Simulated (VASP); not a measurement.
# Ta3H in VASP: further runs

Runs on Ta3H. Level: PBE. Tasks: single point.

Everything below comes from runs of VASP 6.6.1. Logs are shortened: lines on timing, memory, paths and dates and some standing lists are left out, and cuts for length are marked.

## 1. The cell of the first run

The cell holds a slab with vacuum, 4 atoms: a = 2.874 Å, b = 2.874 Å, c = 21.527 Å, α = 90.00°, β = 90.00°, γ = 109.47°.

## 2. Single point, PBE, collinear spin

File INCAR:

```
SYSTEM = Ta3H
ALGO     = Normal         ! electronic algorithm
DIPOL    = 0.5 0.5 0.342
EDIFF    = 1E-6           ! SCF threshold, eV
ENCUT    = 520            ! plane-wave cutoff, eV
GGA      = PE             ! functional
IDIPOL   = 3            
ISIF     = 2              ! what is computed and relaxed
ISMEAR   = 0              ! smearing method
ISPIN    = 2              ! spin polarisation
LASPH    = .TRUE.         ! aspherical terms in the spheres
LCHARG   = .FALSE.        ! write CHGCAR
LDIPOL   = .TRUE.       
LMAXMIX  = 4              ! l up to which the mixer works
LORBIT   = 11             ! projections on sites
LREAL    = .FALSE.        ! projectors in reciprocal space
LWAVE    = .FALSE.        ! write WAVECAR
MAGMOM   = 0 0 0 1        ! initial moments
NBANDS   = 29             ! bands
NELM     = 150            ! most SCF steps
PREC     = Accurate       ! precision mode
SIGMA    = 0.1            ! smearing width, eV
```

File KPOINTS:

```
k-points
0
G
  10 10 1
  0 0 0
```

File POSCAR:

```
Ta3H
1.0
    2.8743098520      0.0000000000      0.0000000000
   -0.9581032840      2.7099253168      0.0000000000
    0.0000000000      0.0000000000     21.5266897253
Ta H
3 1
Direct
    0.5000000000      0.5000000000      0.1858158431
    0.0000000000      0.0000000000      0.2909732295
    0.5000000000      0.5000000000      0.3960985100
    0.8333333333      0.8333333333      0.4969036049
```

Potentials or basis: VASP PAW PBE potentials, release 64 (Ta_pv, H).

Run with:

```console
$ cat potpaw_PBE.64/Ta_pv/POTCAR potpaw_PBE.64/H/POTCAR > POTCAR
$ mpirun -np 1 vasp_std > vasp.out
```

OUTCAR:

```text
SYSTEM = Ta3H
   EDIFF = 1E-6
   ENCUT = 520
   GGA = PE
   ISIF = 2
   ISMEAR = 0
   ISPIN = 2
   LASPH = .TRUE.
   LORBIT = 11
   LREAL = .FALSE.
   NELM = 150
   PREC = Accurate

 ion  position               nearest neighbor table
   1  0.500  0.500  0.186-   2 2.81   2 2.81   2 3.26   2 3.26
   2  0.000  0.000  0.291-   3 2.81   3 2.81   1 2.81   1 2.81   3 3.26   3 3.26   1 3.26   1 3.26

   3  0.500  0.500  0.396-   2 2.81   2 2.81   2 3.26   2 3.26
   4  0.833  0.833  0.497-

  LATTYP: Found a base centered orthorhombic cell.
 ALAT       =     3.3189671336
 B/A-ratio  =     1.4142135624
 C/A-ratio  =     6.4859604988

  Lattice vectors:

 A1 = (   2.8743098520,   0.0000000000,   0.0000000000)
 A2 = (  -0.9581032840,   2.7099253168,   0.0000000000)
 A3 = (   0.0000000000,   0.0000000000,  21.5266897253)

Analysis of symmetry for initial positions (statically):
=====================================================================
 Subroutine PRICEL returns:
 Original cell was already a primitive cell.

 Routine SETGRP: Setting up the symmetry group for a
 base centered orthorhombic supercell.

 Subroutine GETGRP returns: Found  2 space group operations
 (whereof  2 operations were pure point group operations)
 out of a pool of  8 trial point group operations.

The static configuration has the point symmetry C_1h.

Analysis of symmetry for dynamics (positions and initial velocities):
=====================================================================
 Subroutine PRICEL returns:
 Original cell was already a primitive cell.

 Routine SETGRP: Setting up the symmetry group for a
 base centered orthorhombic supercell.

 Subroutine GETGRP returns: Found  2 space group operations
 (whereof  2 operations were pure point group operations)
 out of a pool of  8 trial point group operations.

The dynamic configuration has the point symmetry C_1h.

Analysis of structural, dynamic, and magnetic symmetry:
=====================================================================
 Subroutine PRICEL returns:
 Original cell was already a primitive cell.

 Routine SETGRP: Setting up the symmetry group for a
 base centered orthorhombic supercell.

 Subroutine GETGRP returns: Found  2 space group operations
 (whereof  2 operations were pure point group operations)
 out of a pool of  8 trial point group operations.

The overall configuration has the point symmetry C_1h.

 Subroutine INISYM returns: Found  2 space group operations
 (whereof  2 operations are pure point group operations),
 and found     1 'primitive' translations

----------------------------------------------------------------------------------------

                                     Primitive cell

  volume of cell :     167.6749

  direct lattice vectors                    reciprocal lattice vectors
     2.874309852  0.000000000  0.000000000     0.347909603  0.123004620  0.000000000
    -0.958103284  2.709925317  0.000000000     0.000000000  0.369013859  0.000000000
     0.000000000  0.000000000 21.526689725     0.000000000  0.000000000  0.046453961

  length of vectors
     2.874309852  2.874309852 21.526689725     0.369013859  0.369013859  0.046453961

  position of ions in fractional coordinates (direct lattice)
     0.500000000  0.500000000  0.185815843
     0.000000000  0.000000000  0.290973229
     0.500000000  0.500000000  0.396098510
     0.833333333  0.833333333  0.496903605

  ion indices of the primitive-cell ions
   primitive index   ion index
                 1           1
                 2           2
                 3           3
                 4           4

----------------------------------------------------------------------------------------

 KPOINTS: k-points

Automatic generation of k-mesh.
 Grid dimensions read from file:
[... 23 lines left out ...]
  0.100000  0.000000  0.000000      4.000000
  0.200000  0.000000  0.000000      4.000000
  0.300000  0.000000  0.000000      4.000000
  0.400000  0.000000  0.000000      4.000000
  0.500000  0.000000  0.000000      2.000000
[... 16 lines left out ...]
  0.300000  0.300000  0.000000      2.000000
  0.400000  0.300000  0.000000      4.000000
 [... further k-points ...]
   k-points           NKPTS =     31   k-points in BZ     NKDIM =     31   number of bands    NBANDS=     29
   number of dos      NEDOS =    301   number of ions     NIONS =      4
   total plane-waves  NPLWV =  92160
   dimension x,y,z NGX =    24 NGY =   24 NGZ =  160
   dimension x,y,z NGXF=    48 NGYF=   48 NGZF=  320
   ions per type =               3   1
   NGX,Y,Z   is equivalent  to a cutoff of  13.88, 13.88, 12.36 a.u.
   NGXF,Y,Z  is equivalent  to a cutoff of  27.76, 27.76, 24.71 a.u.
 SYSTEM =  Ta3H
   PREC   = accura    normal or accurate (medium, high low for compatibility)
   ISTART =      0    job   : 0-new  1-cont  2-samecut
   ICHARG =      2    charge: 1-file 2-atom 10-const
   ISPIN  =      2    spin polarized calculation?
   LNONCOLLINEAR =      F non collinear calculations
   LSORBIT =      F    spin-orbit coupling
   LASPH  =      T    aspherical Exc in radial PAW
   ENCUT  =  520.0 eV  38.22 Ry    6.18 a.u.   5.34  5.34 40.03*2*pi/ulx,y,z
   NELM   =    150;   NELMIN=  2; NELMDL= -5     # of ELM steps
   EDIFF  = 0.1E-05   stopping-criterion for ELM
   LREAL  =      F    real-space projection
   EDIFFG = 0.1E-04   stopping-criterion for IOM
   NSW    =      0    number of steps for IOM
   IBRION =     -1    ionic relax: 0-MD 1-quasi-New 2-CG
   NFREE  =      0    steps in history (QN), initial steepest desc. (CG)
   ISIF   =      2    stress and relaxation
   ISYM   =      2    0-nonsym 1-usesym 2-fastsym
   POTIM  = 0.5000    time-step for ionic-motion
   TEBEG  =    0.0;   TEEND  =   0.0 temperature during run
   PSTRESS=    0.0 pullay stress
   NELECT =      34.0000    total number of electrons
   NUPDOWN=      -1.0000    fix difference up-down
   EMIN   =  10.00;   EMAX   =-10.00  energy-range for DOS
   EFERMI =   0.00;   METHOD = LEGACY
   ISMEAR =     0;   SIGMA  =   0.10  broadening in eV -4-tet -1-fermi 0-gaus
   EFERMI_NEDOS =   21; number of points for ismear=-14 and -15
   IALGO  =     38    algorithm
   IMIX   =      4    mixing-type and parameters
     AMIX     =   0.40;   BMIX     =  1.00
     AMIX_MAG =   1.60;   BMIX_MAG =  1.00
  volume/ion in A,a.u.               =      41.92       282.88
  Fermi-wavevector in a.u.,A,eV,Ry     =   0.961786  1.817512 12.585827  0.925032
  Thomas-Fermi vector in A             =   2.091188
   LORBIT       =     11    0 simple, 1 ext, 2 COOP (PROOUT), +10 PAW based schemes
   GGA     = PE    functional components
   LHFCALC =     F    Hartree Fock is set to
   AEXX    =    0.0000 exact exchange contribution
   IVDW    =     0    specifies the selected vdW correction
   LEPSILON=     F    determine dielectric tensor
   LRPA    =     F    only Hartree local field effects (RPA)
 spin polarized calculation
 Gauss-broadening in eV      SIGMA  =   0.10
  energy-cutoff  :      520.00
  volume of cell :      167.67
 maximum number of plane-waves:      4567
 NGX is ok and might be reduce to    24

 dipolmoment           0.000000      0.000000     -0.004265 electrons x Angstroem

 number of electron      33.9999997 magnetization       0.0081500

 number of electron      33.9999997 magnetization      -0.0000058

 dipolmoment           0.000000      0.000000      0.043547 electrons x Angstroem

 Free energy of the ion-electron system (eV)
  ---------------------------------------------------
  ext. energy  EPLUGINS =         0.00000000
  ---------------------------------------------------
  free energy    TOTEN  =       -35.81378989 eV

  energy without entropy =      -35.80266273  energy(sigma->0) =      -35.80822631

 E-fermi :  -1.5342     XC(G=0):  -5.3386

 val. band max:       -1.5354892225   @ k =   0.1000   0.1000   0.0000
 cond. band min:      -1.4880482473   @ k =   0.3000   0.2000   0.0000
 fundamental gap:      0.0474409752
 Fermi energy:        -1.5341588540

 spin component 1

 k-point     1 :       0.0000    0.0000    0.0000
  band No.  band energies     occupation
      1     -36.1348      1.00000
      2     -35.7705      1.00000
      3     -35.5134      1.00000
      4     -35.2917      1.00000
      5     -35.2078      1.00000
      6     -34.9993      1.00000
[... 757 lines left out ...]
     28       6.9763      0.00000
     29       7.4335      0.00000

 [... further k-points ...]

 spin component 2

 k-point     1 :       0.0000    0.0000    0.0000
  band No.  band energies     occupation
      1     -36.1348      1.00000
      2     -35.7705      1.00000
      3     -35.5134      1.00000
      4     -35.2917      1.00000
      5     -35.2078      1.00000
      6     -34.9993      1.00000
[... 757 lines left out ...]
     28       6.9763      0.00000
     29       7.4335      0.00000

 [... further k-points ...]

------------------------ aborting loop because EDIFF is reached ----------------------------------------

 vacuum level on the upper side and lower side of the slab       (xc-potential included)         0.515        -0.468

  FORCE on cell =-STRESS in cart. coord.  units (eV):
  Direction    XX          YY          ZZ          XY          YZ          ZX
  --------------------------------------------------------------------------------------
  -------------------------------------------------------------------------------------
  Total       -2.6794202     -2.7148799     -3.8865992     -0.0501476      0.0914268      0.0646482
  in kB      -25.6025515    -25.9413780    -37.1374590     -0.4791731      0.8736065      0.6177306
  external PRESSURE =     -29.5604629 kB  Pullay stress =       0.0000000 kB

 VOLUME and BASIS-vectors are now :
 -----------------------------------------------------------------------------
  energy-cutoff  :      520.00
  volume of cell :      167.67
      direct lattice vectors                 reciprocal lattice vectors
     2.874309852  0.000000000  0.000000000     0.347909603  0.123004620  0.000000000
    -0.958103284  2.709925317  0.000000000     0.000000000  0.369013859  0.000000000
     0.000000000  0.000000000 21.526689725     0.000000000  0.000000000  0.046453961

 POSITION                                       TOTAL-FORCE (eV/Angst)
 -----------------------------------------------------------------------------------
      0.95810      1.35496      4.00000        -0.004622     -0.006537      0.073614
      0.00000      0.00000      6.26369        -0.031074     -0.043946     -0.388248
      0.95810      1.35496      8.52669         0.047902      0.067743      2.344559
      1.59684      2.25827     10.69669        -0.012205     -0.017261     -2.029926
 -----------------------------------------------------------------------------------
    total drift:                                0.000053      0.000075      0.000066

  FREE ENERGIE OF THE ION-ELECTRON SYSTEM (eV)
  ---------------------------------------------------
  free  energy   TOTEN  =       -35.8137898863 eV

  energy  without entropy=      -35.8026627266  energy(sigma->0) =      -35.80822631

 vacuum level on the upper side and lower side of the slab         4.157         3.151

 total charge

# of ion       s       p       d       tot
------------------------------------------
    1        0.377   6.093   2.378   8.847
    2        0.372   6.189   2.385   8.947
    3        0.360   6.119   2.313   8.792
    4        0.401   0.002   0.000   0.403
--------------------------------------------------
tot          1.510  18.403   7.076  26.989

 magnetization (x)

# of ion       s       p       d       tot
------------------------------------------
    1       -0.000  -0.000   0.000   0.000
    2        0.000  -0.000  -0.000   0.000
    3        0.000   0.000   0.000   0.000
    4       -0.000   0.000   0.000  -0.000
--------------------------------------------------
tot         -0.000   0.000   0.000   0.000
```

Wall time 16 min (1 thread of Intel Xeon 8259CL, shared host); peak memory 0.5 GiB.

What came out:

```yaml
Free_energy: -35.8138 eV
Largest_force: 2.346 eV/Å
Band_gap_on_the_k_mesh: zero (filled and empty bands overlap)
Net_moment: 0.00 μB per cell
Valence_electrons_inside_the_program's_atomic_spheres: Ta 8.85, 8.95, 8.79; H 0.40
```

Forces in eV/Å, atoms in the order of the input:
```
Ta  -0.005 -0.007  0.074
Ta  -0.031 -0.044 -0.388
Ta   0.048  0.068  2.345
H   -0.012 -0.017 -2.030
```

Levels at points of the mesh, in eV from the Fermi level:
Spin up:
| k point | band 13 | band 14 | band 15 | band 16 | band 17 | band 18 | band 19 | band 20 | band 21 | band 22 |
| --- | --- | --- | --- | --- | --- | --- | --- | --- | --- | --- |
| (0.50, 0.00, 0.00) | -2.15 | -1.48 | -1.42 | -0.70 | -0.18 | 1.06 | 2.00 | 2.99 | 3.36 | 3.57 |
| (0.50, 0.50, 0.00) | -3.05 | -1.68 | -1.19 | -0.14 | 1.18 | 1.22 | 2.25 | 2.49 | 2.96 | 4.55 |
Spin down:
| k point | band 13 | band 14 | band 15 | band 16 | band 17 | band 18 | band 19 | band 20 | band 21 | band 22 |
| --- | --- | --- | --- | --- | --- | --- | --- | --- | --- | --- |
| (0.00, 0.00, 0.00) | -3.06 | -1.57 | -0.82 | -0.33 | 0.29 | 0.59 | 0.89 | 1.01 | 3.06 | 3.15 |
| (0.50, 0.00, 0.00) | -2.15 | -1.48 | -1.42 | -0.70 | -0.18 | 1.06 | 2.00 | 2.99 | 3.36 | 3.57 |
| (0.50, 0.50, 0.00) | -3.05 | -1.68 | -1.19 | -0.14 | 1.18 | 1.22 | 2.25 | 2.49 | 2.96 | 4.55 |

Caveat: spin-orbit coupling is left out, which moves the levels of the heavy elements.

## 3. Single point, PBE, collinear spin

File INCAR:

```
SYSTEM = Ta3H
PREC = Accurate ; ENCUT = 520
EDIFF = 1E-6 ; ISMEAR = 0
SIGMA = 0.1 ; LREAL = .FALSE.
LASPH = .TRUE. ; NELM = 150
ALGO = Normal ; ISIF = 2
LWAVE = .FALSE. ; LCHARG = .FALSE.
ISPIN = 2 ; MAGMOM = 0 0 0 1
LORBIT = 11 ; LMAXMIX = 4
LDIPOL = .TRUE. ; IDIPOL = 3
DIPOL = 0.5 0.5 0.353 ; GGA = PE
NBANDS = 29
```

File KPOINTS:

```
Automatic mesh
0
G
  10 10 1
  0 0 0
```

POSCAR: that of step 2 with these lines changed.

```diff
@@ -11,2 +11,2 @@
     0.5000000000      0.5000000000      0.3960985100
-    0.8333333333      0.8333333333      0.4969036049
+    0.8333333333      0.8333333333      0.5387121696
```

Potentials or basis: VASP PAW PBE potentials, release 64 (Ta_pv, H).

Run with:

```console
$ cat potpaw_PBE.64/Ta_pv/POTCAR potpaw_PBE.64/H/POTCAR > POTCAR
$ mpirun -np 1 vasp_std > vasp.out
```

Wall time 15 min (1 thread of Intel Xeon 8259CL, shared host); peak memory 0.5 GiB.

Results (log left out):

```
Free energy                                           : -34.4724 eV
Largest force                                         : 0.779 eV/Å
Net moment                                            : 0.48 μB per cell
Site moments                                          : Ta -0.03, +0.01, -0.09; H +0.31 μB
Valence electrons inside the program's atomic spheres : Ta 8.84, 8.95, 8.83; H 0.38
```

Forces on the atoms (eV/Å):
```
Ta   0.002  0.002  0.000
Ta  -0.005 -0.007 -0.154
Ta   0.015  0.021  0.778
H   -0.011 -0.016 -0.625
```

Levels at points of the mesh, in eV from the Fermi level:
Spin up:
```tsv
k point	band 13	band 14	band 15	band 16	band 17	band 18	band 19	band 20	band 21	band 22
(0.00, 0.00, 0.00)	-3.56	-1.58	-0.78	-0.37	0.27	0.41	0.57	0.97	1.70	3.13
(0.50, 0.00, 0.00)	-1.84	-1.50	-1.48	-1.19	-0.29	0.67	1.68	2.64	3.36	3.53
(0.50, 0.50, 0.00)	-2.98	-1.69	-1.19	-0.78	1.16	1.25	1.87	2.55	2.92	4.18
```
Spin down:
```csv
k point,band 14,band 15,band 16,band 17,band 18,band 19
"(0.00, 0.00, 0.00)",-1.62,-0.85,-0.40,0.23,0.53,0.72
"(0.50, 0.00, 0.00)",-1.52,-1.49,-0.34,0.27,1.33,2.09
"(0.50, 0.50, 0.00)",-1.76,-1.20,1.08,1.09,1.60,2.41
```

Caveat: a moment this small can come from the mesh or the smearing; spin-orbit coupling is left out, which moves the levels of the heavy elements.

The gap in the log of VASP goes by the Fermi energy; the results here count the filled bands.